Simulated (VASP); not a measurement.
Set up this calculation in VASP 6.6.1, as the native input.

```yaml
Task: single point
Functional: PBE
Potentials_or_basis: VASP PAW PBE potentials, release 64 (Cu)
Cutoff: 520 eV
k_mesh: 24 × 24 × 24
Occupations: gaussian, width 0.15 eV
Spin: no spin polarisation
Dipole_correction: no
Further_INCAR_settings: ALGO = Normal; EDIFF = 1e-07; NBANDS = 12
```

The structure of Cu lies in POSCAR:

```
Cu
1.0
   -1.4278417242      1.4278417242      1.2359397965
    1.4278417242     -1.4278417242      1.2359397965
    1.4278417242      1.4278417242     -1.2359397965
Cu
1
Direct
    0.0000000000      0.0000000000      0.0000000000
```

These files were run (other wordings do the same):

INCAR

```
SYSTEM = Cu
PREC = Accurate ; ENCUT = 520
EDIFF = 1E-7 ; ISMEAR = 0
SIGMA = 0.15 ; LREAL = .False.
LASPH = .True. ; NELM = 60
ALGO = Normal ; ISIF = 2
LWAVE = .False. ; LCHARG = .True.
GGA = PE ; LELF = .True.
LVHAR = .True. ; NBANDS = 12
```

KPOINTS

```
regular mesh
0
Gamma
  24 24 24
  0 0 0
```

Potentials or basis: VASP PAW PBE potentials, release 64 (Cu).

Launch:

```bash
$ cat potpaw_PBE.64/Cu/POTCAR > POTCAR
$ mpirun -np 1 vasp_std > vasp.out
```

It gave:

The pressure is 39.1 GPa. The band gap on the k mesh is zero (an odd number of electrons rules out a gap without spin polarisation).

Caveat: the cell stands under pressure.

Run time: 2.6 min on 1 thread of Intel(R) Xeon(R) Platinum 8259CL CPU @ 2.50GHz (Skylake/Cascade Lake) (shared host), peak memory 0.22 GiB.
